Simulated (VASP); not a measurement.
A run of VASP 6.6.1:

Contents of INCAR:

```
ALGO     = Normal         # electronic algorithm
EDIFF    = 1E-8           # SCF threshold, eV
ENCUT    = 520            # plane-wave cutoff, eV
ISIF     = 2              # what is computed and relaxed
ISMEAR   = 0              # smearing method
LASPH    = T              # aspherical terms in the spheres
LCALCEPS = T            
LCHARG   = F              # write CHGCAR
LMIXTAU  = T            
LREAL    = F              # projectors in reciprocal space
LWAVE    = F              # write WAVECAR
METAGGA  = R2SCAN         # meta-GGA
NELM     = 100            # most SCF steps
PREC     = Accurate       # precision mode
SIGMA    = 0.01           # smearing width, eV
```

The input KPOINTS:

```
k-points
0
Gamma
  9 9 4
```

POSCAR

```
AlN
1.0
    3.1066937602      0.0000000000      0.0000000000
   -1.5533468801      2.6904757181      0.0000000000
    0.0000000000      0.0000000000      4.7794478898
Al N
2 2
Direct
    0.3333333333      0.6666666667     -0.0079139679
    0.6666666667      0.3333333333      0.4920860321
    0.3333333333      0.6666666667      0.3829139679
    0.6666666667      0.3333333333      0.8829139679
```

Potentials or basis: VASP PAW PBE potentials, release 64 (Al, N).

Run with:

```bash
$ cat potpaw_PBE.64/Al/POTCAR potpaw_PBE.64/N/POTCAR > POTCAR
$ mpirun -np 1 vasp_std > vasp.out
```

Hardware: 1 thread of Intel(R) Xeon(R) 6975P-C (Granite Rapids), on a shared host.

**Question.** How long does it take, and how much memory?

**Answer.** Run time: 12 min on 1 thread of Intel(R) Xeon(R) 6975P-C (Granite Rapids), on a shared host, peak memory 0.41 GiB. Counts: scf iterations 73, k points 36.
